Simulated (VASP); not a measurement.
# In (P6_3/mmc) in VASP: notebook

In is run at these levels: r2SCAN; tasks: single point.

Program: VASP 6.6.1. These are calculated values, not measurements. Logs are shortened: lines on timing, memory, paths and dates and some standing lists are left out, and cuts for length are marked.

### 1 The cell of the first run

The structure is hexagonal, space group P6_3/mmc (No. 194). The conventional cell has a = 3.335 Å, b = 3.335 Å, c = 5.509 Å, α = 90.00°, β = 90.00°, γ = 120.00°. Within 4.4 Å of In (site symmetry -6m2) lie 12 In at 3.34 to 3.36 Å.

### 2 Single point, r2SCAN

File POSCAR:

```
In
1.0
    3.3354850000      0.0000000000      0.0000000000
   -1.6677420000      2.8886150000      0.0000000000
    0.0000000000      0.0000000000      5.5091430000
In
2
Direct
    0.3333333333      0.6666666667      0.2500000000
    0.6666666667      0.3333333333      0.7500000000
```

File INCAR.step1:

```
PREC = Accurate
ENCUT = 520
ISMEAR = -1
SIGMA = 0.02
LREAL = False
LASPH = True
NELM = 80
NBANDS = 20
GGA = PE
ALGO = Normal
EDIFF = 1E-4
LWAVE = True
LCHARG = False
```

File INCAR.step2:

```
PREC = Accurate
ENCUT = 520
EDIFF = 1E-7
ISMEAR = -1
SIGMA = 0.02
LREAL = False
LASPH = True
NELM = 80
ALGO = Normal
ISIF = 2
LWAVE = False
LCHARG = True
METAGGA = R2SCAN
LMIXTAU = True
LELF = True
LVHAR = True
NBANDS = 20
ISTART = 1
```

File KPOINTS:

```
regular mesh
0
Gamma
  6 6 4
```

Potentials or basis: VASP PAW PBE potentials, release 64 (In_d).

On the command line:

```console
$ cat potpaw_PBE.64/In_d/POTCAR > POTCAR
$ cp INCAR.step1 INCAR
$ mpirun -np 1 vasp_std > vasp.out
$ cp INCAR.step2 INCAR
$ mpirun -np 1 vasp_std > vasp.out
```

OUTCAR:

```text
PREC = Accurate
   ENCUT = 520
   EDIFF = 1E-7
   ISMEAR = -1
   LREAL = False
   LASPH = True
   NELM = 80
   ISIF = 2
   METAGGA = R2SCAN
   ISTART = 1

 ion  position               nearest neighbor table
   1  0.333  0.667  0.250-   2 3.36   2 3.36   2 3.36   2 3.36   2 3.36   2 3.36
   2  0.667  0.333  0.750-   1 3.36   1 3.36   1 3.36   1 3.36   1 3.36   1 3.36

  LATTYP: Found a hexagonal cell.
 ALAT       =     3.3354850000
 C/A-ratio  =     1.6516767427

  Lattice vectors:

 A1 = (   3.3354850000,   0.0000000000,   0.0000000000)
 A2 = (  -1.6677420000,   2.8886150000,   0.0000000000)
 A3 = (   0.0000000000,   0.0000000000,   5.5091430000)

Analysis of symmetry for initial positions (statically):
=====================================================================
 Subroutine PRICEL returns:
 Original cell was already a primitive cell.

 Routine SETGRP: Setting up the symmetry group for a
 hexagonal supercell.

 Subroutine GETGRP returns: Found 24 space group operations
 (whereof 12 operations were pure point group operations)
 out of a pool of 24 trial point group operations.

The static configuration has the point symmetry D_3d.
 The point group associated with its full space group is D_6h.

Analysis of symmetry for dynamics (positions and initial velocities):
=====================================================================
 Subroutine PRICEL returns:
 Original cell was already a primitive cell.

 Routine SETGRP: Setting up the symmetry group for a
 hexagonal supercell.

 Subroutine GETGRP returns: Found 24 space group operations
 (whereof 12 operations were pure point group operations)
 out of a pool of 24 trial point group operations.

The dynamic configuration has the point symmetry D_3d.
 The point group associated with its full space group is D_6h.

 Subroutine INISYM returns: Found 24 space group operations
 (whereof 12 operations are pure point group operations),
 and found     1 'primitive' translations

----------------------------------------------------------------------------------------

                                     Primitive cell

  volume of cell :      53.0802

  direct lattice vectors                    reciprocal lattice vectors
     3.335485000  0.000000000  0.000000000     0.299806475  0.173093282  0.000000000
    -1.667742000  2.888615000  0.000000000     0.000000000  0.346186667  0.000000000
     0.000000000  0.000000000  5.509143000     0.000000000  0.000000000  0.181516435

  length of vectors
     3.335485000  3.335484972  5.509143000     0.346186664  0.346186667  0.181516435

  position of ions in fractional coordinates (direct lattice)
     0.333333333  0.666666667  0.250000000
     0.666666667  0.333333333  0.750000000

  ion indices of the primitive-cell ions
   primitive index   ion index
                 1           1
                 2           2

----------------------------------------------------------------------------------------

 KPOINTS: regular mesh

Automatic generation of k-mesh.
 Grid dimensions read from file:
 generate k-points for:    6    6    4

 Generating k-lattice:

  Cartesian coordinates                     Fractional coordinates (reciprocal lattice)
     0.049967746  0.028848880  0.000000000     0.166666667  0.000000000  0.000000000
     0.000000000  0.057697778  0.000000000     0.000000000  0.166666667  0.000000000
     0.000000000  0.000000000  0.045379109     0.000000000  0.000000000  0.250000000

  Length of vectors
     0.057697777  0.057697778  0.045379109

  Shift w.r.t. Gamma in fractional coordinates (k-lattice)
     0.000000000  0.000000000  0.000000000

 Subroutine IBZKPT returns following result:
 ===========================================

 Found     21 irreducible k-points:

 Following reciprocal coordinates:
            Coordinates               Weight
  0.000000  0.000000  0.000000      1.000000
  0.166667  0.000000  0.000000      6.000000
  0.333333  0.000000  0.000000      6.000000
  0.500000  0.000000  0.000000      3.000000
  0.166667  0.166667  0.000000      6.000000
  0.333333  0.166667  0.000000     12.000000
[... 13 lines left out ...]
  0.333333  0.166667  0.500000     12.000000
  0.333333  0.333333  0.500000      2.000000
   k-points           NKPTS =     21   k-points in BZ     NKDIM =     21   number of bands    NBANDS=     20
   number of dos      NEDOS =    301   number of ions     NIONS =      2
   total plane-waves  NPLWV =  32928
   dimension x,y,z NGX =    28 NGY =   28 NGZ =   42
   dimension x,y,z NGXF=    56 NGYF=   56 NGZF=   84
   ions per type =               2
   NGX,Y,Z   is equivalent  to a cutoff of  13.96, 13.96, 12.67 a.u.
   NGXF,Y,Z  is equivalent  to a cutoff of  27.91, 27.91, 25.35 a.u.
 SYSTEM =  unknown system
   PREC   = accura    normal or accurate (medium, high low for compatibility)
   ISTART =      1    job   : 0-new  1-cont  2-samecut
   ICHARG =      0    charge: 1-file 2-atom 10-const
   ISPIN  =      1    spin polarized calculation?
   LNONCOLLINEAR =      F non collinear calculations
   LSORBIT =      F    spin-orbit coupling
   LASPH  =      T    aspherical Exc in radial PAW
   ENCUT  =  520.0 eV  38.22 Ry    6.18 a.u.   6.20  6.20 10.24*2*pi/ulx,y,z
   NELM   =     80;   NELMIN=  2; NELMDL=  0     # of ELM steps
   EDIFF  = 0.1E-06   stopping-criterion for ELM
   LREAL  =      F    real-space projection
   EDIFFG = 0.1E-05   stopping-criterion for IOM
   NSW    =      0    number of steps for IOM
   IBRION =     -1    ionic relax: 0-MD 1-quasi-New 2-CG
   NFREE  =      0    steps in history (QN), initial steepest desc. (CG)
   ISIF   =      2    stress and relaxation
   ISYM   =      2    0-nonsym 1-usesym 2-fastsym
   POTIM  = 0.5000    time-step for ionic-motion
   TEBEG  =    0.0;   TEEND  =   0.0 temperature during run
   PSTRESS=    0.0 pullay stress
   NELECT =      26.0000    total number of electrons
   NUPDOWN=      -1.0000    fix difference up-down
   EMIN   =  10.00;   EMAX   =-10.00  energy-range for DOS
   EFERMI =   0.00;   METHOD = LEGACY
   ISMEAR =    -1;   SIGMA  =   0.02  broadening in eV -4-tet -1-fermi 0-gaus
   EFERMI_NEDOS =   21; number of points for ismear=-14 and -15
   IALGO  =     38    algorithm
   IMIX   =      4    mixing-type and parameters
     AMIX     =   0.40;   BMIX     =  1.00
     AMIX_MAG =   1.60;   BMIX_MAG =  1.00
  volume/ion in A,a.u.               =      26.54       179.10
  Fermi-wavevector in a.u.,A,eV,Ry     =   1.290491  2.438675 22.658701  1.665368
  Thomas-Fermi vector in A             =   2.422319
   LORBIT       =      0    0 simple, 1 ext, 2 COOP (PROOUT), +10 PAW based schemes
   METAGGA = R2SCAN    functional components
   LHFCALC =     F    Hartree Fock is set to
   AEXX    =    0.0000 exact exchange contribution
   IVDW    =     0    specifies the selected vdW correction
   LEPSILON=     F    determine dielectric tensor
   LRPA    =     F    only Hartree local field effects (RPA)
 non-spin polarized calculation
  energy-cutoff  :      520.00
  volume of cell :       53.08
 maximum number of plane-waves:      1460
 NGX is ok and might be reduce to    28
   NGX = 13   NGY = 13   NGZ = 21

 number of electron      26.0000008 magnetization

 Free energy of the ion-electron system (eV)
  ---------------------------------------------------
  ext. energy  EPLUGINS =         0.00000000
  ---------------------------------------------------
  free energy    TOTEN  =       -45.15819064 eV

  energy without entropy =      -45.15722979  energy(sigma->0) =      -45.15771021

 E-fermi :   7.2053     XC(G=0): -11.0143

 val. band max:        7.0900279032   @ k =   0.1667   0.0000   0.2500
 cond. band min:       7.2430955856   @ k =   0.3333   0.3333   0.2500
 fundamental gap:      0.1530676823
 Fermi energy:         7.2052893733

 k-point     1 :       0.0000    0.0000    0.0000
  band No.  band energies     occupation
      1      -7.9778      2.00000
      2      -7.9153      2.00000
      3      -7.8679      2.00000
      4      -7.8678      2.00000
      5      -7.8397      2.00000
      6      -7.8397      2.00000
[... 12 lines left out ...]
     19      18.8940      0.00000
     20      19.2991      0.00000

 k-point     2 :       0.1667    0.0000    0.0000
  band No.  band energies     occupation
      1      -7.9749      2.00000
      2      -7.8984      2.00000
      3      -7.8579      2.00000
      4      -7.8239      2.00000
      5      -7.8081      2.00000
      6      -7.8058      2.00000
[... 12 lines left out ...]
     19      18.5085      0.00000
     20      19.5238      0.00000

 k-point     3 :       0.3333    0.0000    0.0000
  band No.  band energies     occupation
      1      -8.0573      2.00000
      2      -7.9314      2.00000
      3      -7.9082      2.00000
      4      -7.8588      2.00000
      5      -7.7929      2.00000
      6      -7.7370      2.00000
[... 12 lines left out ...]
     19      16.8336      0.00000
     20      18.7593      0.00000

 k-point     4 :       0.5000    0.0000    0.0000
  band No.  band energies     occupation
      1      -8.0999      2.00000
      2      -7.9906      2.00000
      3      -7.9348      2.00000
      4      -7.8819      2.00000
      5      -7.7711      2.00000
      6      -7.7456      2.00000
[... 12 lines left out ...]
     19      16.1219      0.00000
     20      18.2063      0.00000

 k-point     5 :       0.1667    0.1667    0.0000
  band No.  band energies     occupation
      1      -7.9421      2.00000
      2      -7.9409      2.00000
      3      -7.8951      2.00000
      4      -7.8559      2.00000
      5      -7.8033      2.00000
      6      -7.7763      2.00000
[... 12 lines left out ...]
     19      16.8903      0.00000
     20      19.4902      0.00000
[... 284 lines left out ...]
      6      -7.7328      2.00000
[... 12 lines left out ...]
     19      16.3372      0.00000
     20      16.3372      0.00000

 k-point    19 :       0.1667    0.1667    0.5000
  band No.  band energies     occupation
      1      -7.9554      2.00000
      2      -7.9554      2.00000
      3      -7.8716      2.00000
      4      -7.8716      2.00000
      5      -7.7641      2.00000
      6      -7.7641      2.00000
[... 12 lines left out ...]
     19      20.0559      0.00000
     20      20.0559      0.00000

 k-point    20 :       0.3333    0.1667    0.5000
  band No.  band energies     occupation
      1      -7.9755      2.00000
      2      -7.9755      2.00000
      3      -7.9002      2.00000
      4      -7.9002      2.00000
      5      -7.7633      2.00000
      6      -7.7633      2.00000
[... 12 lines left out ...]
     19      18.3769      0.00000
     20      18.3769      0.00000

 k-point    21 :       0.3333    0.3333    0.5000
  band No.  band energies     occupation
      1      -7.9550      2.00000
      2      -7.9550      2.00000
      3      -7.8245      2.00000
      4      -7.8245      2.00000
      5      -7.7410      2.00000
      6      -7.7410      2.00000
[... 12 lines left out ...]
     19      18.2248      0.00000
     20      18.2248      0.00000

------------------------ aborting loop because EDIFF is reached ----------------------------------------

  FORCE on cell =-STRESS in cart. coord.  units (eV):
  Direction    XX          YY          ZZ          XY          YZ          ZX
  --------------------------------------------------------------------------------------
  -------------------------------------------------------------------------------------
  Total       -0.2962420     -0.2962421      0.1121051     -0.0000001     -0.0000000      0.0000000
  in kB       -8.9417920     -8.9417936      3.3837891     -0.0000015     -0.0000000      0.0000000
  external PRESSURE =      -4.8332655 kB  Pullay stress =       0.0000000 kB

 VOLUME and BASIS-vectors are now :
 -----------------------------------------------------------------------------
  energy-cutoff  :      520.00
  volume of cell :       53.08
      direct lattice vectors                 reciprocal lattice vectors
     3.335485000  0.000000000  0.000000000     0.299806475  0.173093282  0.000000000
    -1.667742000  2.888615000  0.000000000     0.000000000  0.346186667  0.000000000
     0.000000000  0.000000000  5.509143000     0.000000000  0.000000000  0.181516435

 POSITION                                       TOTAL-FORCE (eV/Angst)
 -----------------------------------------------------------------------------------
      0.00000      1.92574      1.37729        -0.000000      0.000000      0.000000
      1.66774      0.96287      4.13186         0.000000     -0.000000      0.000000
 -----------------------------------------------------------------------------------
    total drift:                               -0.000000      0.000000      0.000000

  FREE ENERGIE OF THE ION-ELECTRON SYSTEM (eV)
  ---------------------------------------------------
  free  energy   TOTEN  =       -45.1581906359 eV

  energy  without entropy=      -45.1572297914  energy(sigma->0) =      -45.15771021
```

Wall time 4.1 min (1 thread of Intel Xeon 6975P-C, shared host); peak memory 0.19 GiB.

What came out:

```yaml
Free_energy: -45.1582 eV
Pressure: -0.5 GPa
Band_gap_on_the_k_mesh: zero (band 13 reaches 10.86 eV, above the bottom of band 14 at 4.54 eV)
```

Stress tensor (GPa, compression positive):
```
-0.89  0.00  0.00
 0.00 -0.89  0.00
 0.00  0.00  0.34
```

Caveat: the k points lie up to 0.36 Å⁻¹ apart; the PAW data sets were made with another functional, which shifts forces and pressure a little; spin-orbit coupling is left out, which moves the levels of the heavy elements.

(Continued in part 2 of 2.)
